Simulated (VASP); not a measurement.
Runs of VASP 6.6.1 on BiSbSe. The structure is that of space group P-6m2 (No. 187), or close to it. The cells are those of the table. 

```tsv
cell	gap on the mesh (eV)	pressure (GPa)
a = 4.752, b = 4.752, c = 4.639 Å, angles 90.0, 90.0, 120.0°, 3 atoms	none	0.6
a = 4.817, b = 4.817, c = 4.702 Å, angles 90.0, 90.0, 120.0°, 3 atoms	none	-1.2
a = 4.880, b = 4.880, c = 4.764 Å, angles 90.0, 90.0, 120.0°, 3 atoms	none	-2.6
a = 4.718, b = 4.718, c = 4.606 Å, angles 90.0, 90.0, 120.0°, 3 atoms	none	(a)
a = 4.784, b = 4.784, c = 4.671 Å, angles 90.0, 90.0, 120.0°, 3 atoms	none	-0.3
a = 4.849, b = 4.849, c = 4.734 Å, angles 90.0, 90.0, 120.0°, 3 atoms	none	-2.0
a = 4.911, b = 4.911, c = 4.795 Å, angles 90.0, 90.0, 120.0°, 3 atoms	none	(b)
```

Alike in all rows: task single point; level PBE; potentials or basis VASP PAW PBE potentials, release 64 (Sb, Bi_d, Se); no spin polarisation; k mesh 7 × 7 × 6; cutoff (eV) 520; smearing fermi-dirac 0.05 eV.

Q: Estimate the missing entries.

A: (a) 1.7; (b) -3.3.

Caveats: spin-orbit coupling is left out, which moves the levels of the heavy elements.

A k mesh can miss the band edges, and the runs leave out spin-orbit coupling on Bi, Sb, Se.

A gap of «none» marks levels without a gap at the run's occupations.
